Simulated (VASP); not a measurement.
Wanted: the native input for a VASP 6.6.1 run.

```
Task                   : single point
Functional             : PBE
Potentials or basis    : VASP PAW PBE potentials, release 64 (Ir)
Cutoff                 : 520 eV
k mesh                 : 19 × 19 × 11
Occupations            : fermi-dirac, width 0.05 eV
Spin                   : no spin polarisation
Dipole correction      : no
Further INCAR settings : ALGO = Normal; EDIFF = 1e-06; NBANDS = 16
```

The structure of Ir lies in POSCAR:

```
Ir
1.0
    2.7369204853      0.0000000000      0.0000000000
   -1.3684602426      2.3702426684      0.0000000000
    0.0000000000      0.0000000000      4.4453242510
Ir
2
Direct
    0.3333333333      0.6666666667      0.2500000000
    0.6666666667      0.3333333333      0.7500000000
```

This isn't the form of Ir at room conditions, which is fcc.

These files were run (other wordings do the same):

INCAR

```
  PREC = Accurate
  ENCUT = 520
  EDIFF = 1E-6
  ISMEAR = -1
  SIGMA = 0.05
  LREAL = False
  LASPH = True
  NELM = 100
  ALGO = Normal
  ISIF = 2
  LWAVE = False
  LCHARG = False
  GGA = PE
  NBANDS = 16
```

KPOINTS

```
Automatic mesh
0
Gamma
  19 19 11
```

Potentials or basis: VASP PAW PBE potentials, release 64 (Ir).

Command:

```sh
$ cat potpaw_PBE.64/Ir/POTCAR > POTCAR
$ mpirun -np 1 vasp_std > vasp.out
```

It gave:

```json
{
 "Pressure": "4.1 GPa",
 "Band gap on the k mesh": "zero (bands 9 and 10 overlap by 3.31 eV)"
}
```

Caveat: the cell stands under pressure; spin-orbit coupling is left out, which moves the levels of the heavy elements.

It took 2.3 min on 1 thread of Intel Xeon 8259CL, on a shared host, peak memory 0.21 GiB.
